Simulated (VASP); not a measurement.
A run of VASP 6.6.1 is set up as follows.

Contents of INCAR:

```
SYSTEM = SiC
ALGO = Normal ; EDIFF = 1E-6
ENCUT = 520 ; GGA = PE
ISIF = 2 ; ISMEAR = 0
LASPH = .TRUE. ; LCHARG = .FALSE.
LREAL = .FALSE. ; LWAVE = .FALSE.
NBANDS = 16 ; NELM = 80
PREC = Accurate ; SIGMA = 0.01
```

File KPOINTS:

```
k-points
0
G
  12 12 4
  0 0 0
```

POSCAR

```
SiC
1.0
    3.1031027181      0.0000000000      0.0000000000
   -1.5515513590      2.6873616059      0.0000000000
    0.0000000000      0.0000000000      5.0924780627
Si C
2 2
Direct
    0.3333333333      0.6666666667      0.0000000000
    0.6666666667      0.3333333333      0.5000000000
    0.3333333333      0.6666666667      0.3850000000
    0.6666666667      0.3333333333      0.8850000000
```

Potentials or basis: VASP PAW PBE potentials, release 64 (Si, C).

Launch:

```console
$ cat potpaw_PBE.64/Si/POTCAR potpaw_PBE.64/C/POTCAR > POTCAR
$ mpirun -np 1 vasp_std > vasp.out
```

Estimate the pressure.

-2.0 GPa.

Estimate the largest force.

0.712 eV/Å.

What does it give for the band gap on the k mesh?

2.37 eV, indirect (least direct gap 4.02 eV).

Forces in eV/Å, atoms in the order of the input:
```
Si   0.000  0.000  0.712
Si   0.000  0.000  0.712
C    0.000  0.000 -0.712
C    0.000  0.000 -0.712
```

A k mesh can miss the band edges.
